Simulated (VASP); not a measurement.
# MgO (I4mm) in VASP: further runs

MgO is run at these levels: PBEsol; tasks: single point.

Program: VASP 6.6.1. These are calculated values, not measurements. Logs are shortened: lines on timing, memory, paths and dates and some standing lists are left out, and cuts for length are marked.

### 1 The cell of the first run

The structure is tetragonal, space group I4mm (No. 107). Conventional cell: a = 3.020 Å, b = 3.020 Å, c = 4.270 Å, α = 90.00°, β = 90.00°, γ = 90.00°. Mg (site symmetry 4mm) has 6 O at 2.09 to 2.19 Å within 2.8 Å. Within 2.8 Å of O (site symmetry 4mm) lie 6 Mg at 2.09 to 2.19 Å.

### 2 Single point, PBEsol (all O atoms moved -0.050 Å, as atom 2 along Cartesian [0 0 1])

The input, INCAR:

```
ALGO = Normal
EDIFF = 1E-6
ENCUT = 520
GGA = PS
ISIF = 2
ISMEAR = 0
LASPH = True
LCHARG = True
LELF = True
LREAL = False
LVHAR = True
LWAVE = False
NBANDS = 11
NELM = 100
PREC = Accurate
SIGMA = 0.05
```

The input, KPOINTS:

```
k-points
0
Gamma
  10 10 10
```

The input, POSCAR:

```
MgO
1.0
    0.0000000000      2.1351500000      2.1351500000
    2.1351500000      0.0000000000      2.1351500000
    2.1351500000      2.1351500000      0.0000000000
Mg O
1 1
Direct
    0.0000000000      0.0000000000      0.0000000000
    0.4882912208      0.4882912208      0.5117087792
```

Potentials or basis: VASP PAW PBE potentials, release 64 (Mg, O).

Command:

```sh
> cat potpaw_PBE.64/Mg/POTCAR potpaw_PBE.64/O/POTCAR > POTCAR
> mpirun -np 1 vasp_std > vasp.out
```

OUTCAR:

```text
EDIFF = 1E-6
   ENCUT = 520
   GGA = PS
   ISIF = 2
   ISMEAR = 0
   LASPH = True
   LREAL = False
   NELM = 100
   PREC = Accurate

 ion  position               nearest neighbor table
   1  0.000  0.000  0.000-   2 2.09   2 2.14   2 2.14   2 2.14   2 2.14   2 2.19
   2  0.488  0.488  0.512-   1 2.09   1 2.14   1 2.14   1 2.14   1 2.14   1 2.19

  LATTYP: Found a face centered cubic cell.
 ALAT       =     4.2703000000

  Lattice vectors:

 A1 = (   0.0000000000,   2.1351500000,   2.1351500000)
 A2 = (   2.1351500000,   0.0000000000,   2.1351500000)
 A3 = (   2.1351500000,   2.1351500000,   0.0000000000)

Analysis of symmetry for initial positions (statically):
=====================================================================
 Subroutine PRICEL returns:
 Original cell was already a primitive cell.

 Routine SETGRP: Setting up the symmetry group for a
 face centered cubic supercell.

 Subroutine GETGRP returns: Found  8 space group operations
 (whereof  8 operations were pure point group operations)
 out of a pool of 48 trial point group operations.

The static configuration has the point symmetry C_4v.

Analysis of symmetry for dynamics (positions and initial velocities):
=====================================================================
 Subroutine PRICEL returns:
 Original cell was already a primitive cell.

 Routine SETGRP: Setting up the symmetry group for a
 face centered cubic supercell.

 Subroutine GETGRP returns: Found  8 space group operations
 (whereof  8 operations were pure point group operations)
 out of a pool of 48 trial point group operations.

The dynamic configuration has the point symmetry C_4v.

 Subroutine INISYM returns: Found  8 space group operations
 (whereof  8 operations are pure point group operations),
 and found     1 'primitive' translations

----------------------------------------------------------------------------------------

                                     Primitive cell

  volume of cell :      19.4677

  direct lattice vectors                    reciprocal lattice vectors
     0.000000000  2.135150000  2.135150000    -0.234175585  0.234175585  0.234175585
     2.135150000  0.000000000  2.135150000     0.234175585 -0.234175585  0.234175585
     2.135150000  2.135150000  0.000000000     0.234175585  0.234175585 -0.234175585

  length of vectors
     3.019558088  3.019558088  3.019558088     0.405604011  0.405604011  0.405604011

  position of ions in fractional coordinates (direct lattice)
     0.000000000  0.000000000  0.000000000
     0.488291221  0.488291221  0.511708779

  ion indices of the primitive-cell ions
   primitive index   ion index
                 1           1
                 2           2

----------------------------------------------------------------------------------------

 KPOINTS: k-points

Automatic generation of k-mesh.
 Grid dimensions read from file:
 generate k-points for:   10   10   10

 Generating k-lattice:

  Cartesian coordinates                     Fractional coordinates (reciprocal lattice)
    -0.023417558  0.023417558  0.023417558     0.100000000  0.000000000  0.000000000
     0.023417558 -0.023417558  0.023417558     0.000000000  0.100000000  0.000000000
     0.023417558  0.023417558 -0.023417558     0.000000000  0.000000000  0.100000000

  Length of vectors
     0.040560401  0.040560401  0.040560401

  Shift w.r.t. Gamma in fractional coordinates (k-lattice)
     0.000000000  0.000000000  0.000000000

 Subroutine IBZKPT returns following result:
 ===========================================

 Found    102 irreducible k-points:

 Following reciprocal coordinates:
            Coordinates               Weight
  0.000000  0.000000  0.000000      1.000000
  0.100000  0.000000  0.000000      8.000000
  0.200000  0.000000  0.000000      8.000000
  0.300000  0.000000  0.000000      8.000000
  0.400000  0.000000  0.000000      8.000000
  0.500000  0.000000  0.000000      4.000000
[... 16 lines left out ...]
 -0.100000  0.100000  0.000000      4.000000
  0.000000 -0.100000  0.100000      8.000000
 [... further k-points ...]
   k-points           NKPTS =    102   k-points in BZ     NKDIM =    102   number of bands    NBANDS=     11
   number of dos      NEDOS =    301   number of ions     NIONS =      2
   total plane-waves  NPLWV =  13824
   dimension x,y,z NGX =    24 NGY =   24 NGZ =   24
   dimension x,y,z NGXF=    48 NGYF=   48 NGZF=   48
   ions per type =               1   1
   NGX,Y,Z   is equivalent  to a cutoff of  13.21, 13.21, 13.21 a.u.
   NGXF,Y,Z  is equivalent  to a cutoff of  26.43, 26.43, 26.43 a.u.
 SYSTEM =  unknown system
   PREC   = accura    normal or accurate (medium, high low for compatibility)
   ISTART =      0    job   : 0-new  1-cont  2-samecut
   ICHARG =      2    charge: 1-file 2-atom 10-const
   ISPIN  =      1    spin polarized calculation?
   LNONCOLLINEAR =      F non collinear calculations
   LSORBIT =      F    spin-orbit coupling
   LASPH  =      T    aspherical Exc in radial PAW
   ENCUT  =  520.0 eV  38.22 Ry    6.18 a.u.   5.61  5.61  5.61*2*pi/ulx,y,z
   NELM   =    100;   NELMIN=  2; NELMDL= -5     # of ELM steps
   EDIFF  = 0.1E-05   stopping-criterion for ELM
   LREAL  =      F    real-space projection
   EDIFFG = 0.1E-04   stopping-criterion for IOM
   NSW    =      0    number of steps for IOM
   IBRION =     -1    ionic relax: 0-MD 1-quasi-New 2-CG
   NFREE  =      0    steps in history (QN), initial steepest desc. (CG)
   ISIF   =      2    stress and relaxation
   ISYM   =      2    0-nonsym 1-usesym 2-fastsym
   POTIM  = 0.5000    time-step for ionic-motion
   TEBEG  =    0.0;   TEEND  =   0.0 temperature during run
   PSTRESS=    0.0 pullay stress
   NELECT =       8.0000    total number of electrons
   NUPDOWN=      -1.0000    fix difference up-down
   EMIN   =  10.00;   EMAX   =-10.00  energy-range for DOS
   EFERMI =   0.00;   METHOD = LEGACY
   ISMEAR =     0;   SIGMA  =   0.05  broadening in eV -4-tet -1-fermi 0-gaus
   EFERMI_NEDOS =   21; number of points for ismear=-14 and -15
   IALGO  =     38    algorithm
   IMIX   =      4    mixing-type and parameters
     AMIX     =   0.40;   BMIX     =  1.00
     AMIX_MAG =   1.60;   BMIX_MAG =  1.00
  volume/ion in A,a.u.               =       9.73        65.69
  Fermi-wavevector in a.u.,A,eV,Ry     =   1.217119  2.300022 20.155386  1.481379
  Thomas-Fermi vector in A             =   2.352450
   LORBIT       =      0    0 simple, 1 ext, 2 COOP (PROOUT), +10 PAW based schemes
   GGA     = PS    functional components
   LHFCALC =     F    Hartree Fock is set to
   AEXX    =    0.0000 exact exchange contribution
   IVDW    =     0    specifies the selected vdW correction
   LEPSILON=     F    determine dielectric tensor
   LRPA    =     F    only Hartree local field effects (RPA)
 non-spin polarized calculation
 Gauss-broadening in eV      SIGMA  =   0.05
  energy-cutoff  :      520.00
  volume of cell :       19.47
 maximum number of plane-waves:       544
   NGX = 11   NGY = 11   NGZ = 11

 number of electron       8.0000000 magnetization

 Free energy of the ion-electron system (eV)
  ---------------------------------------------------
  ext. energy  EPLUGINS =         0.00000000
  ---------------------------------------------------
  free energy    TOTEN  =       -12.49128201 eV

  energy without entropy =      -12.49128201  energy(sigma->0) =      -12.49128201

 E-fermi :   3.0722     XC(G=0): -11.1118

 val. band max:        2.7629374062   @ k =   0.0000   0.0000   0.0000
 cond. band min:       7.0095493694   @ k =   0.0000   0.0000   0.0000
 fundamental gap:      4.2466119632
 Fermi energy:         3.0722237049

 k-point     1 :       0.0000    0.0000    0.0000
  band No.  band energies     occupation
      1     -14.2336      2.00000
      2       2.7594      2.00000
      3       2.7629      2.00000
      4       2.7629      2.00000
      5       7.0095      0.00000
      6      18.1720      0.00000
      7      18.1770      0.00000
      8      18.1770      0.00000
      9      21.8984      0.00000
     10      23.7413      0.00000
     11      23.7466      0.00000

 k-point     2 :       0.1000    0.0000    0.0000
  band No.  band energies     occupation
      1     -14.1334      2.00000
      2       2.1050      2.00000
      3       2.6978      2.00000
      4       2.6993      2.00000
      5       7.6489      0.00000
      6      16.9201      0.00000
      7      18.4000      0.00000
      8      18.4019      0.00000
      9      22.9551      0.00000
     10      22.9607      0.00000
     11      23.5072      0.00000

 k-point     3 :       0.2000    0.0000    0.0000
  band No.  band energies     occupation
      1     -13.8583      2.00000
      2       0.8090      2.00000
      3       2.5365      2.00000
      4       2.5380      2.00000
      5       8.8458      0.00000
      6      15.3990      0.00000
      7      18.8336      0.00000
      8      18.8368      0.00000
      9      22.2528      0.00000
     10      22.2641      0.00000
     11      24.2410      0.00000

 k-point     4 :       0.3000    0.0000    0.0000
  band No.  band energies     occupation
      1     -13.4881      2.00000
      2      -0.4681      2.00000
      3       2.3467      2.00000
      4       2.3482      2.00000
      5       9.7976      0.00000
      6      14.6591      0.00000
      7      18.8883      0.00000
      8      18.8886      0.00000
      9      22.6985      0.00000
     10      22.7049      0.00000
     11      23.6385      0.00000

 k-point     5 :       0.4000    0.0000    0.0000
  band No.  band energies     occupation
      1     -13.1580      2.00000
      2      -1.3943      2.00000
      3       2.2000      2.00000
      4       2.2015      2.00000
      5      10.1900      0.00000
      6      14.6676      0.00000
      7      18.6433      0.00000
      8      18.6500      0.00000
      9      23.0997      0.00000
     10      23.9070      0.00000
     11      23.9212      0.00000
[... 211 lines left out ...]
 k-point    21 :      -0.2000    0.1000    0.0000
  band No.  band energies     occupation
      1     -13.6701      2.00000
      2       0.2889      2.00000
      3       2.1243      2.00000
      4       2.5012      2.00000
      5       9.5934      0.00000
      6      14.8072      0.00000
      7      18.3383      0.00000
      8      19.3937      0.00000
      9      20.9946      0.00000
     10      23.1143      0.00000
     11      25.2857      0.00000

 k-point    22 :       0.0000   -0.2000    0.1000
  band No.  band energies     occupation
      1     -13.6701      2.00000
      2       0.2899      2.00000
      3       2.1243      2.00000
      4       2.4999      2.00000
      5       9.5908      0.00000
      6      14.8116      0.00000
      7      18.3277      0.00000
      8      19.4058      0.00000
      9      21.0082      0.00000
     10      23.1118      0.00000
     11      25.2603      0.00000

 k-point    23 :      -0.1000    0.1000    0.0000
  band No.  band energies     occupation
      1     -13.9756      2.00000
      2       1.3947      2.00000
      3       2.4405      2.00000
      4       2.6543      2.00000
      5       8.4497      0.00000
      6      15.8543      0.00000
      7      18.5043      0.00000
      8      18.8254      0.00000
      9      21.5870      0.00000
     10      23.0531      0.00000
     11      24.9372      0.00000

 k-point    24 :       0.0000   -0.1000    0.1000
  band No.  band energies     occupation
      1     -13.9756      2.00000
      2       1.3954      2.00000
      3       2.4413      2.00000
      4       2.6531      2.00000
      5       8.4478      0.00000
      6      15.8568      0.00000
      7      18.5011      0.00000
      8      18.8278      0.00000
      9      21.6013      0.00000
     10      23.0519      0.00000
     11      24.9174      0.00000

 [... further k-points ...]

------------------------ aborting loop because EDIFF is reached ----------------------------------------

  FORCE on cell =-STRESS in cart. coord.  units (eV):
  Direction    XX          YY          ZZ          XY          YZ          ZX
  --------------------------------------------------------------------------------------
  -------------------------------------------------------------------------------------
  Total       -0.7736473     -0.7736473     -0.6814121      0.0000000      0.0000000      0.0000000
  in kB      -63.6705256    -63.6705256    -56.0796466      0.0000000      0.0000000      0.0000000
  external PRESSURE =     -61.1402326 kB  Pullay stress =       0.0000000 kB

 VOLUME and BASIS-vectors are now :
 -----------------------------------------------------------------------------
  energy-cutoff  :      520.00
  volume of cell :       19.47
      direct lattice vectors                 reciprocal lattice vectors
     0.000000000  2.135150000  2.135150000    -0.234175585  0.234175585  0.234175585
     2.135150000  0.000000000  2.135150000     0.234175585 -0.234175585  0.234175585
     2.135150000  2.135150000  0.000000000     0.234175585  0.234175585 -0.234175585

 POSITION                                       TOTAL-FORCE (eV/Angst)
 -----------------------------------------------------------------------------------
      0.00000      0.00000      0.00000         0.000000      0.000000     -0.224594
      2.13515      2.13515      2.08515         0.000000      0.000000      0.224594
 -----------------------------------------------------------------------------------
    total drift:                               -0.000000     -0.000000      0.000234

  FREE ENERGIE OF THE ION-ELECTRON SYSTEM (eV)
  ---------------------------------------------------
  free  energy   TOTEN  =       -12.4912820089 eV

  energy  without entropy=      -12.4912820089  energy(sigma->0) =      -12.49128201
```

It took 9.9 s on 1 thread of Intel Xeon 6975P-C, shared host; peak memory 0.15 GiB.

Results:

| Item | Value |
| --- | --- |
| Free energy | -12.4913 eV |
| Pressure | -6.1 GPa |
| Largest force | 0.225 eV/Å |
| Band gap on the k mesh | 4.25 eV, direct |

Forces in eV/Å, atoms in the order of the input:
```
Mg   0.000  0.000 -0.225
O    0.000  0.000  0.225
```

Caveat: the cell differs from its parent crystal (all O atoms moved -0.050 Å, as atom 2 along Cartesian [0 0 1]); the PAW data sets were made with another functional, which shifts forces and pressure a little.

(Part 1 of 2 ends here.)
